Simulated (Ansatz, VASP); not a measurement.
**Pt in VASP and in Ansatz**

POSCAR

```
Pt
1.0
   -1.5842200000      1.5842200000      1.5842200000
    1.5842200000     -1.5842200000      1.5842200000
    1.5842200000      1.5842200000     -1.5842200000
Pt
1
Direct
    0.0000000000      0.0000000000      0.0000000000
```

INCAR.step1

```
PREC = Accurate
ENCUT = 520
EDIFF = 1E-5
ISMEAR = -1
SIGMA = 0.05
LREAL = F
LASPH = T
NELM = 60
ALGO = Normal
ISIF = 2
LWAVE = T
LCHARG = F
GGA = PE
NBANDS = 11
```

INCAR.step2

```
PREC = Accurate
ENCUT = 520
EDIFF = 1E-7
ISMEAR = -1
SIGMA = 0.05
LREAL = F
LASPH = T
NELM = 60
ALGO = Normal
ISIF = 2
LWAVE = F
LCHARG = F
GGA = PE
LHFCALC = T
HFSCREEN = 0.2079
PRECFOCK = Normal
ISTART = 1
NBANDS = 11
```

File KPOINTS:

```
Automatic mesh
0
Gamma
  6 6 6
```

The input input.yaml:

```yaml
crystal:
  lattice:
    - [-1.58422, 1.58422, 1.58422]
    - [1.58422, -1.58422, 1.58422]
    - [1.58422, 1.58422, -1.58422]
  atoms:
    - { symbol: Pt, position: [0.0, 0.0, 0.0] }
hamiltonian:
  xc: hse06
  pseudopotentials: { kind: paw }
kpoints:
  mp_grid: { grid: [6, 6, 6] }
  band_path:
    path:
      - [[0.0, 0.0, 0.0], [0.5, -0.5, 0.5], [0.0, 0.0, 0.5], [0.0, 0.0, 0.0], [0.25, 0.25, 0.25], [0.5, -0.5, 0.5]]
      - [[0.25, 0.25, 0.25], [0.0, 0.0, 0.5]]
    npoints: 4
scf:
  occupations: { method: fermi_dirac, width: 0.05 }
  n_extra_bands: 6
output:
  forces: true
  stress: true
  eigenvalues: true
  fatbands: false
```

Alike in both runs: functional HSE06; k mesh 6 × 6 × 6; occupations fermi-dirac, width 0.05 eV; no spin polarisation.

|  | VASP | Ansatz |
| --- | --- | --- |
| version | VASP 6.6.1 | Ansatz 0.2.0 |
| potentials or method | VASP PAW PBE potentials, release 64 (Pt) | Ansatz PAW |
| plane-wave cutoff (eV) | 520 | 420 |
| valence electrons in the cell | 10 | 18 |
| task | single point | band structure |

Ansatz gave:

| Property | Result |
| --- | --- |
| gap on the k mesh at the Fermi level (eV) | none |
| pressure (GPa) | -9.0 |

Task: Which values does VASP return?

Result: gap on the k mesh at the Fermi level (eV): none; pressure (GPa): -8.7.

A gap of «none» marks a metal or a gap that the smearing closes. The functional is the same, so the differences come from potentials, cutoffs and numerics. VASP's potentials hold 10 valence electrons a cell and Ansatz's 18, so a difference there can come from the potentials and not from the codes.

The k mesh is coarse, so the values compare programs but aren't converged. Neither program's run includes spin-orbit coupling.
